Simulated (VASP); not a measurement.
Set up this calculation in VASP 6.6.1, as the native input.

```
Task                   : single point
Functional             : PBE
Potentials or basis    : VASP PAW PBE potentials, release 64 (Ca_sv, O, H)
Cutoff                 : 520 eV
k mesh                 : 3 × 2 × 1
Occupations            : fermi-dirac, width 0.05 eV
Spin                   : no spin polarisation
Dipole correction      : no
Further INCAR settings : LREAL = Auto; ALGO = Normal; EDIFF = 1e-06; NBANDS = 110
```

The structure of Ca18HO lies in POSCAR:

```
Ca18HO
1.0
    7.8913120000      0.0000000000      0.0000000000
    5.9184840000     10.2511150000      0.0000000000
    0.0000000000      0.0000000000     18.4432290000
Ca O H
18 1 1
Direct
    0.1666666504      0.1111111328      0.0542204405
    0.6666666504      0.1111111328      0.0542204405
    0.1666666748      0.4444444336      0.0542204405
    0.6666666748      0.4444444336      0.0542204405
    0.1666666992      0.7777777344      0.0542204405
    0.6666666992      0.7777777344      0.0542204405
   -0.1683171031      0.2247355532      0.2186376908
    0.3362080475      0.2209522574      0.2203036681
   -0.1623843995      0.5509091450      0.2208766155
    0.3372304601      0.5551236134      0.2226402437
   -0.1687330918      0.8854660200      0.2333223754
    0.3348577481      0.8884663766      0.2189339513
   -0.0089939464     -0.0071582457      0.3831080230
    0.5323929378     -0.0227319662      0.3921390880
    0.0097537732      0.3250445439      0.3845567932
    0.4969618703      0.3405490037      0.3878892899
   -0.0244857273      0.6856493172      0.3927625689
    0.5217890489      0.6696021847      0.3934044304
   -0.1618837739      0.8896579543      0.3564757560
   -0.3322881078      0.7726789720      0.4458476875
```

One way to write it, as run:

INCAR

```
SYSTEM = Ca18HO
ALGO = Normal
EDIFF = 1E-6
ENCUT = 520
GGA = PE
ISIF = 2
ISMEAR = -1
LASPH = .TRUE.
LCHARG = .TRUE.
LELF = .TRUE.
LREAL = Auto
LVHAR = .TRUE.
LWAVE = .FALSE.
NBANDS = 110
NELM = 100
PREC = Accurate
SIGMA = 0.05
```

KPOINTS

```
k-points
0
G
  3 2 1
  0 0 0
```

Potentials or basis: VASP PAW PBE potentials, release 64 (Ca_sv, O, H).

Launch:

```console
$ cat potpaw_PBE.64/Ca_sv/POTCAR potpaw_PBE.64/O/POTCAR potpaw_PBE.64/H/POTCAR > POTCAR
$ mpirun -np 1 vasp_std > vasp.out
```

It gave:

```json
{"Largest force": "0.067 eV/Å", "Band gap on the k mesh": "zero (an odd number of electrons rules out a gap without spin polarisation)"}
```

Caveat: an odd number of electrons without spin polarisation forces a metal; a magnetic or distorted state may lie lower.

Run time: 50 min on 1 thread of Intel Xeon 8259CL, on a shared host, peak memory 1.6 GiB.
